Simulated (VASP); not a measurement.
Here is a VASP 6.6.1 calculation.

Contents of INCAR:

```
SYSTEM = PbF2
ALGO = Normal
EDIFF = 1E-6
ENCUT = 520
GGA = PE
ISIF = 2
ISMEAR = -1
LASPH = .TRUE.
LCHARG = .FALSE.
LREAL = .FALSE.
LWAVE = .FALSE.
NBANDS = 37
NELM = 60
PREC = Accurate
SIGMA = 0.02
```

KPOINTS

```
k-points
0
G
  4 6 6
  0 0 0
```

The input POSCAR:

```
PbF2
1.0
    5.8916182408      0.0000000000      0.0000000000
    0.0000000000      2.9458159690      2.9458164277
    0.0000000000     -2.9458159690      2.9458164277
Pb F
2 4
Direct
    0.5000000000      0.9699092238      0.9699092238
    0.0000000000      0.4699092238      0.4699092238
    0.7500052183      0.9699224585      0.4699213178
    0.2499947817      0.4699213178      0.9699224585
    0.7499947817      0.4699224585      0.9699213178
    0.2500052183      0.9699213178      0.4699224585
```

Potentials or basis: VASP PAW PBE potentials, release 64 (Pb_d, F).

Run with:

```sh
$ cat potpaw_PBE.64/Pb_d/POTCAR potpaw_PBE.64/F/POTCAR > POTCAR
$ mpirun -np 1 vasp_std > vasp.out
```

Problem. Predict the pressure.

Solution. 4.0 GPa.

Problem. Estimate the band gap on the k mesh.

Solution. 4.41 eV.

Caveat: the cell stands under pressure; spin-orbit coupling is left out, which moves the levels of the heavy elements. A k mesh can miss the band edges.
